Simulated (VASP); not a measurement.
## Zn: single point with r2SCAN

Zn:

```xyz
1
Lattice="0.0000 2.0127 2.0127 2.0127 0.0000 2.0127 2.0127 2.0127 0.0000" Properties=species:S:1:pos:R:3 pbc="T T T"
Zn    0.0000    0.0000    0.0000
```

This cell differs from its parent crystal: functional r2SCAN, strained.

* Program: VASP 6.6.1
* Task: single point
* Functional: r2SCAN
* Potentials or basis: VASP PAW PBE potentials, release 64 (Zn)
* Cutoff: 520 eV
* k mesh: 18 × 18 × 18
* Occupations: gaussian, width 0.1 eV
* Spin: no spin polarisation

- Pressure: -7.8 GPa
- Band gap on the k mesh: zero (band 6 reaches 4.11 eV, above the bottom of band 7 at 0.99 eV)

Levels at points of the mesh, in eV from the Fermi level:
```
           k point  band 4  band 5  band 6  band 7  band 8  band 9
(0.00, 0.00, 0.00)   -7.71   -7.37   -7.37   18.37   18.37   18.37
(0.50, 0.00, 0.00)   -7.12   -7.12   -2.72   -1.42   15.35   15.35
(0.50, 0.50, 0.00)   -7.05   -7.05   -0.87    1.74    8.62    8.62
```

Wall time 57 s on 1 thread of Intel(R) Xeon(R) 6975P-C (Granite Rapids), with other jobs on the host, peak memory 0.16 GiB.

Caveat: the cell differs from its parent crystal (functional r2SCAN, strained); the PAW data sets were made with another functional, which shifts forces and pressure a little.
